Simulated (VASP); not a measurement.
Write the native input for VASP 6.6.1 that does the following.

```yaml
Task: single point
Functional: PBE
Potentials_or_basis: VASP PAW PBE potentials, release 64 (Al, N)
Cutoff: 600 eV
k_mesh: 5 × 5 × 5
Occupations: gaussian, width 0.15 eV
Spin: no spin polarisation
Dipole_correction: no
Further_INCAR_settings: ALGO = Normal; EDIFF = 1e-06; NBANDS = 11
```

The structure of AlN lies in POSCAR:

```
AlN
1.0
    2.6141003036      0.0000000000      0.0000000000
    0.0000000000      2.6141003036      0.0000000000
    0.0000000000      0.0000000000      2.6141003036
Al N
1 1
Direct
    0.0000000000      0.0000000000      0.0000000000
    0.5000000000      0.5000000000      0.5000000000
```

The input as run:

INCAR

```
SYSTEM = AlN
PREC     = Accurate       ! precision mode
ENCUT    = 600            ! plane-wave cutoff, eV
EDIFF    = 1E-6           ! SCF threshold, eV
ISMEAR   = 0              ! smearing method
SIGMA    = 0.15           ! smearing width, eV
LREAL    = .False.        ! projectors in reciprocal space
LASPH    = .True.         ! aspherical terms in the spheres
NELM     = 120            ! most SCF steps
ALGO     = Normal         ! electronic algorithm
ISIF     = 2              ! what is computed and relaxed
LWAVE    = .False.        ! write WAVECAR
LCHARG   = .False.        ! write CHGCAR
GGA      = PE             ! functional
NBANDS   = 11             ! bands
GGA_COMPAT= .False.
```

KPOINTS

```
regular mesh
0
Gamma
  5 5 5
  0 0 0
```

Potentials or basis: VASP PAW PBE potentials, release 64 (Al, N).

Run with:

```console
$ cat potpaw_PBE.64/Al/POTCAR potpaw_PBE.64/N/POTCAR > POTCAR
$ mpirun -np 1 vasp_std > vasp.out
```

It gave:

```yaml
Pressure: -0.3 GPa
Band_gap_on_the_k_mesh: 0.18 eV, direct
```

Caveat: the k points lie up to 0.48 Å⁻¹ apart.

Run time: 4.9 s on 1 thread of Intel Xeon 8259CL (shared host), peak memory 0.13 GiB.
